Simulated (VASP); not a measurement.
Runs of VASP 6.6.1 on Se. The structure is that of space group Im-3m (No. 229), or close to it. The cells are those of the table. 

```csv
cell,gap on the mesh (eV),pressure (GPa)
"a = 2.846 Å, angles 109.5°, 1 atom",none,8.4
"a = 2.431 Å, angles 109.5°, 1 atom",none,(b)
"a = 2.886 Å, angles 109.5°, 1 atom",none,3.6
"a = 2.918 Å, angles 109.5°, 1 atom",none,(a)
"a = 2.922 Å, angles 109.5°, 1 atom",none,0.1
```

Alike in all rows: task single point; level PBEsol; potentials or basis VASP PAW PBE potentials, release 64 (Se); no spin polarisation; k mesh 10 × 10 × 10; cutoff (eV) 500; smearing fermi-dirac 0.05 eV.

Problem. Estimate the missing entries.

Solution. (a) 0.4; (b) 162.3.

Caveats: the PAW data sets were made with another functional, which shifts forces and pressure a little.

A k mesh can miss the band edges, and the runs leave out spin-orbit coupling on Se.

A gap of «none» marks levels without a gap at the run's occupations.
